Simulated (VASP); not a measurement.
# GaP: single point with LDA

**What was measured.**

From “Stacking defects in GaP nanowires: Electronic structure and optical properties”, 2018, arxiv:1810.01194, for a bulk crystal of GaP at 10 K: band gap 2.34 eV (indirect).

The system is GaP.

```
Ga P
1.0
     0.00000    2.72525    2.72525
     2.72525    0.00000    2.72525
     2.72525    2.72525    0.00000
Ga P
1 1
Direct
  0.00000 0.00000 0.00000
  0.25000 0.25000 0.25000
```

| Quantity | Value |
| --- | --- |
| Program | VASP 6.6.1 |
| Task | single point |
| Functional | LDA |
| Potentials or basis | VASP PAW LDA potentials, release 64 (Ga_d, P) |
| Cutoff | 520 eV |
| k mesh | 6 × 6 × 6 |
| Occupations | fermi-dirac, width 0.05 eV |
| Spin | no spin polarisation |

| Quantity | Value |
| --- | --- |
| Pressure | -2.7 GPa |
| Band gap on the k mesh | 1.49 eV, indirect (least direct gap 1.63 eV) |

Levels at points of the mesh, in eV from the valence-band top:
```
           k point  band 6  band 7  band 8  band 9  band 10  band 11  band 12  band 13
(0.00, 0.00, 0.00)  -12.51    0.00    0.00    0.00     1.63     3.79     3.79     3.79
(0.50, 0.00, 0.00)  -10.43   -6.71   -1.13   -1.13     1.51     4.63     4.63     8.04
(0.50, 0.50, 0.00)   -9.51   -6.84   -2.71   -2.71     1.49     1.68    10.45    10.45
```

Run time: 12 s on 1 thread of Intel(R) Xeon(R) Platinum 8488C (Sapphire Rapids) (shared host), peak memory 0.14 GiB.

A measured gap of GaP is 2.34 eV (indirect; 10 K; quoted in “Stacking defects in GaP nanowires: Electronic structure and optical properties”, 2018, arxiv:1810.01194); the calculated 1.49 eV misses it by -0.85 eV. Spin-orbit coupling on Ga is left out. The value is that of LDA on a finite k mesh, which can miss the band edges, without temperature or zero-point motion. Semilocal functionals fall short of measured gaps as a rule.
